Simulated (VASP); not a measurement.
# Zn (Fm-3m) in VASP: a series of runs, part 2 of 2

VASP 6.6.1.

### Step 6. Relaxation of cell and atoms, r2SCAN

This run uses another cell than the first one, of 15.29 Å³/atom.

POSCAR

```
Zn
1.0
    0.0000000000      1.9700000000      1.9700000000
    1.9700000000      0.0000000000      1.9700000000
    1.9700000000      1.9700000000      0.0000000000
Zn
1
Direct
    0.0000000000      0.0000000000      0.0000000000
```

INCAR.step1

```
PREC     = Accurate       # precision mode
ENCUT    = 550            # plane-wave cutoff, eV
ISMEAR   = -1             # smearing method
SIGMA    = 0.1            # smearing width, eV
LREAL    = False          # projectors in reciprocal space
LASPH    = True           # aspherical terms in the spheres
NELM     = 120            # most SCF steps
GGA      = PE             # functional
ALGO     = Normal         # electronic algorithm
EDIFF    = 1E-5           # SCF threshold, eV
LWAVE    = True           # write WAVECAR
LCHARG   = False          # write CHGCAR
GGA_COMPAT= False        
IBRION   = 2              # ionic algorithm
ISIF     = 3              # what is computed and relaxed
EDIFFG   = -0.005         # ionic threshold
NELMIN   = 4            
NSW      = 100            # ionic steps
```

INCAR.step2

```
PREC     = Accurate       # precision mode
ENCUT    = 550            # plane-wave cutoff, eV
EDIFF    = 1E-7           # SCF threshold, eV
ISMEAR   = -1             # smearing method
SIGMA    = 0.1            # smearing width, eV
LREAL    = False          # projectors in reciprocal space
LASPH    = True           # aspherical terms in the spheres
NELM     = 120            # most SCF steps
ALGO     = Normal         # electronic algorithm
ISIF     = 3              # what is computed and relaxed
LWAVE    = False          # write WAVECAR
LCHARG   = False          # write CHGCAR
METAGGA  = R2SCAN         # meta-GGA
LMIXTAU  = True         
IBRION   = 2              # ionic algorithm
NSW      = 80             # ionic steps
EDIFFG   = -0.01          # ionic threshold
ISTART   = 1            
GGA_COMPAT= False        
NELMIN   = 4
```

KPOINTS

```
Automatic mesh
0
Gamma
  19 19 19
```

Potentials or basis: VASP PAW PBE potentials, release 64 (Zn).

Started as:

```bash
cat potpaw_PBE.64/Zn/POTCAR > POTCAR
cp INCAR.step1 INCAR
mpirun -np 1 vasp_std > vasp.out
cp INCAR.step2 INCAR
mpirun -np 1 vasp_std > vasp.out
```

OUTCAR:

```text
PREC = Accurate
   ENCUT = 550
   EDIFF = 1E-7
   ISMEAR = -1
   LREAL = False
   LASPH = True
   NELM = 120
   ISIF = 3
   METAGGA = R2SCAN
   IBRION = 2
   NSW = 80
   EDIFFG = -0.01
   ISTART = 1
   NELMIN = 4

 ion  position               nearest neighbor table
   1  0.000  0.000  0.000-

  LATTYP: Found a face centered cubic cell.
 ALAT       =     3.9400000000

  Lattice vectors:

 A1 = (   0.0000000000,   1.9700000000,   1.9700000000)
 A2 = (   1.9700000000,   0.0000000000,   1.9700000000)
 A3 = (   1.9700000000,   1.9700000000,   0.0000000000)

Analysis of symmetry for initial positions (statically):
=====================================================================
 Subroutine PRICEL returns:
 Original cell was already a primitive cell.

[... 248 lines left out ...]
 E-fermi :   3.3605     XC(G=0): -13.0131

 val. band max:        3.3596266204   @ k =  -0.4737   0.1579   0.0526
 cond. band min:       3.3624202218   @ k =  -0.3158   0.3684   0.1053
 fundamental gap:      0.0027936014
 Fermi energy:         3.3605098886

 k-point     1 :       0.0000    0.0000    0.0000
  band No.  band energies     occupation
      1      -7.9435      2.00000
      2      -4.7368      2.00000
      3      -4.7368      2.00000
      4      -4.7368      2.00000
      5      -4.3094      2.00000
      6      -4.3094      2.00000
      7      23.4766      0.00000
      8      23.5167      0.00000
      9      23.5167      0.00000
     10      23.5167      0.00000
[... 287 lines left out ...]
 k-point    24 :      -0.2632    0.0526    0.0000
  band No.  band energies     occupation
      1      -5.8299      2.00000
      2      -4.6742      2.00000
      3      -4.6442      2.00000
      4      -4.4800      2.00000
      5      -4.2626      2.00000
      6      -4.0205      2.00000
      7       9.9706      0.00000
      8      18.5478      0.00000
      9      22.0131      0.00000
     10      23.1883      0.00000

 [... further k-points ...]
[... 5 lines left out ...]
  --------------------------------------------------------------------------------------
  -------------------------------------------------------------------------------------
  Total        0.0051048      0.0051048      0.0051048     -0.0000000      0.0000000      0.0000000
  in kB        0.5695544      0.5695544      0.5695544     -0.0000000      0.0000000      0.0000000
  external PRESSURE =       0.5695544 kB  Pullay stress =       0.0000000 kB
[... 16 lines left out ...]
  FREE ENERGIE OF THE ION-ELECTRON SYSTEM (eV)
  ---------------------------------------------------
  free  energy   TOTEN  =        -8.8716912737 eV

  energy  without entropy=       -8.8622076742  energy(sigma->0) =       -8.86694947

 reached required accuracy - stopping structural energy minimisation
```

OSZICAR.step1:

```text
N       E                     dE             d eps       ncg     rms          rms(c)
DAV:   1     0.353020473808E+02    0.35302E+02   -0.71582E+03  4442   0.196E+03
DAV:   2    -0.523073771818E+00   -0.35825E+02   -0.34541E+02  4468   0.207E+02
DAV:   3    -0.118430138840E+01   -0.66123E+00   -0.66031E+00  5070   0.308E+01
[... 146 lines left out ...]
       N       E                     dE             d eps       ncg     rms          rms(c)
DAV:   1    -0.108890829128E+01   -0.55258E-04   -0.65242E-04  4862   0.543E-01    0.513E-02
DAV:   2    -0.108886247171E+01    0.45820E-04   -0.23285E-04  4364   0.340E-01    0.163E-02
DAV:   3    -0.108885808416E+01    0.43876E-05   -0.25599E-06  2200   0.312E-02    0.888E-03
DAV:   4    -0.108885615113E+01    0.19330E-05   -0.61245E-07  2200   0.148E-02
  24 F= -.10888562E+01 E0= -.10836072E+01  d E =-.573856E-04
```

Wall time 5.1 min (1 thread of Intel Xeon Platinum 8559C (Emerald Rapids), shared host); peak memory 0.17 GiB.

Results:

- Free energy: -8.8717 eV
- Relaxed volume: 14.36 Å³/atom
- Relaxed cell: a = 2.728 Å, b = 2.728 Å, c = 2.728 Å, α = 60.00°, β = 60.00°, γ = 60.00°
- Space group after relaxing (to 0.1 Å): Fm-3m (No. 225)
- Energy gained by relaxing: 15.5 meV/atom
- Ionic steps: 3
- Pressure after relaxing: 0.1 GPa
- Band gap on the k mesh: zero (bands 6 and 7 overlap by 3.23 eV)

The path:
| step | energy change (eV) | largest force (eV/Å) | pressure (GPa) | volume (Å³) |
| --- | --- | --- | --- | --- |
| 1 | 0.0000 | 0.0000 | -4.67 | 15.29 |
| 2 | -0.0155 | 0.0000 | 0.26 | 14.33 |
| 3 | -0.0155 | 0.0000 | 0.06 | 14.36 |

Final structure:
```xyz
1
Lattice="0.0000 1.9292 1.9292 1.9292 0.0000 1.9292 1.9292 1.9292 0.0000" Properties=species:S:1:pos:R:3 pbc="T T T"
Zn    0.0000    0.0000    0.0000
```

Caveat: the PAW data sets were made with another functional, which shifts forces and pressure a little.

### Step 7. The runs side by side

```tsv
task	cell	gap on the mesh (eV)	pressure (GPa)
single point	a = 2.545 Å, angles 60.0°, 1 atom	none	30.9
single point	a = 2.614 Å, angles 60.0°, 1 atom	none	15.7
single point	a = 2.726 Å, angles 60.0°, 1 atom	none	0.4
relaxation of cell and atoms	relaxed from a = 2.786 Å, angles 60.0°, 1 atom	none	0.1
```

Alike in all rows: level r2SCAN; potentials or basis VASP PAW PBE potentials, release 64 (Zn); no spin polarisation; k mesh 19 × 19 × 19; cutoff (eV) 550; smearing fermi-dirac 0.1 eV.

Caveats: the PAW data sets were made with another functional, which shifts forces and pressure a little; the cell stands under pressure (at least some runs).

Absolute energies hang on the potentials; compare differences alone.
